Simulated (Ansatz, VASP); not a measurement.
## Rh in VASP and in Ansatz

Contents of INCAR:

```
SYSTEM = Rh
  ALGO = Fast
  EDIFF = 1E-6
  ENCUT = 520
  GGA = PS
  ISIF = 2
  ISMEAR = 0
  LASPH = .TRUE.
  LCHARG = .TRUE.
  LELF = .TRUE.
  LREAL = .FALSE.
  LVHAR = .TRUE.
  LWAVE = .FALSE.
  NBANDS = 22
  NELM = 60
  PREC = Accurate
  SIGMA = 0.15
```

The input KPOINTS:

```
k-points
0
G
  21 21 12
  0 0 0
```

The input POSCAR:

```
Rh
1.0
    2.7551702039      0.0000000000      0.0000000000
   -1.3775851019      2.3860473883      0.0000000000
    0.0000000000      0.0000000000      4.6182162957
Rh
2
Direct
    0.6666666667      0.3333333333      0.7500000000
    0.3333333333      0.6666666667      0.2500000000
```

Input for Ansatz:

```yaml
crystal:
  lattice:
    - [2.7551702039, 0.0, 0.0]
    - [-1.3775851019, 2.3860473883, 0.0]
    - [0.0, 0.0, 4.6182162957]
  atoms:
    - { symbol: Rh, position: [0.6666666667, 0.3333333333, 0.75] }
    - { symbol: Rh, position: [0.3333333333, 0.6666666667, 0.25] }
basis:
  ecutwfc: 420
kpoints:
  mp_grid: { grid: [21, 21, 12] }
hamiltonian:
  xc: pbesol
  pseudopotentials: { kind: paw, azcp: { folder: soft_1 } }
scf:
  occupations: { method: gaussian, width: 0.15 }
output:
  forces: true
  stress: true
  eigenvalues: true
```

Alike in both runs: task single point; functional PBEsol; k mesh 21 × 21 × 12; occupations gaussian, width 0.15 eV; no spin polarisation.

|  | VASP | Ansatz |
| --- | --- | --- |
| version | VASP 6.6.1 | Ansatz 0.2.0 |
| potentials or method | VASP PAW PBE potentials, release 64 (Rh_pv), cutoff 520 eV | scalar-relativistic, plane waves, PAW |
| valence electrons in the cell | 30 | 34 |

```tsv
	VASP	Ansatz	Ansatz less VASP
gap on the k mesh at the Fermi level (eV)	none	none	-
pressure (GPa)	-24.4	-24.5	-0.07
traceless stress, the component that is largest in VASP (GPa)	-4.77	-4.77	0.000
```

VASP's potentials were made for PBE, not for PBEsol, and Ansatz warns of the same on its side. A gap of «none» marks a metal or a gap that the smearing closes. VASP's potentials hold 30 valence electrons a cell and Ansatz's 34, so a difference there can come from the potentials and not from the codes.
